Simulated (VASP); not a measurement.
**KF: single point with PBE**

Crystal: KF.

```
K F
1.0
     0.00000    0.00000    6.51791
     6.51791    0.00000    0.00000
     0.00000    6.51791    0.00000
K F
8 8
Direct
  0.99876 0.00403 0.00103
  0.48309 0.99595 0.99970
  0.99740 0.00074 0.50261
  0.50402 0.98416 0.49656
  0.99402 0.50432 0.99053
  0.49740 0.49313 0.99923
  0.99615 0.51776 0.50722
  0.49152 0.46656 0.49667
  0.22363 0.25121 0.24166
  0.71967 0.24830 0.24735
  0.23245 0.25784 0.72694
  0.76912 0.23642 0.74685
  0.24789 0.76077 0.23777
  0.74641 0.74045 0.23817
  0.23906 0.74558 0.73232
  0.74047 0.73285 0.71446
```

```
Program             : VASP 6.6.1
Task                : single point
Functional          : PBE
Potentials or basis : VASP PAW PBE potentials, release 64 (K_sv, F)
Cutoff              : 520 eV
k mesh              : 4 × 4 × 4
Occupations         : fermi-dirac, width 0.02 eV
Spin                : no spin polarisation
```

The pressure is 0.6 GPa. The largest force is 0.496 eV/Å. The band gap on the k mesh is 6.21 eV, direct.

Forces in eV/Å, atoms in the order of the input:
```
K    0.003  0.010 -0.201
K   -0.020 -0.062  0.171
K    0.148 -0.152  0.024
K   -0.176 -0.060 -0.082
K   -0.042  0.138  0.000
K    0.089 -0.051 -0.044
K   -0.296 -0.394 -0.032
K    0.306 -0.037  0.021
F    0.034 -0.142  0.129
F   -0.155 -0.109  0.085
F   -0.180  0.318  0.335
F    0.028  0.097 -0.405
F   -0.111 -0.039  0.021
F    0.117 -0.187 -0.027
F    0.147  0.249  0.123
F    0.109  0.422 -0.117
```

Stress tensor (GPa, compression positive):
```
 0.58  0.05 -0.07
 0.05  0.51 -0.04
-0.07 -0.04  0.57
```

Levels at points of the mesh, in eV from the valence-band top:
| k point | band 60 | band 61 | band 62 | band 63 | band 64 | band 65 | band 66 | band 67 | band 68 | band 69 |
| --- | --- | --- | --- | --- | --- | --- | --- | --- | --- | --- |
| (0.00, 0.00, 0.00) | -0.07 | -0.06 | -0.01 | 0.00 | 0.00 | 6.21 | 8.28 | 8.30 | 8.42 | 8.44 |
| (0.50, 0.00, 0.00) | -0.12 | -0.11 | -0.09 | -0.07 | -0.04 | 7.50 | 7.74 | 8.63 | 8.79 | 8.98 |
| (0.00, 0.50, 0.00) | -0.11 | -0.10 | -0.07 | -0.06 | -0.04 | 7.56 | 7.67 | 8.65 | 8.74 | 9.04 |
| (0.00, 0.00, 0.50) | -0.11 | -0.10 | -0.08 | -0.05 | -0.04 | 7.47 | 7.79 | 8.60 | 8.87 | 8.94 |
| (0.50, 0.50, 0.00) | -0.27 | -0.13 | -0.13 | -0.11 | -0.05 | 8.20 | 8.32 | 8.43 | 8.53 | 9.28 |
| (0.00, 0.50, 0.50) | -0.29 | -0.16 | -0.10 | -0.08 | -0.06 | 8.18 | 8.27 | 8.48 | 8.58 | 9.19 |
| (0.50, 0.00, 0.50) | -0.27 | -0.16 | -0.13 | -0.09 | -0.05 | 8.11 | 8.35 | 8.43 | 8.63 | 9.23 |
| (0.50, 0.50, 0.50) | -0.44 | -0.41 | -0.38 | -0.35 | -0.35 | 8.97 | 9.09 | 9.24 | 9.29 | 9.37 |

It took 6.9 min on 1 thread of Intel(R) Xeon(R) 6975P-C (Granite Rapids), with other jobs on the host, peak memory 0.61 GiB.

A k mesh can miss the band edges. As with any semilocal functional, this PBE gap is likely too small.
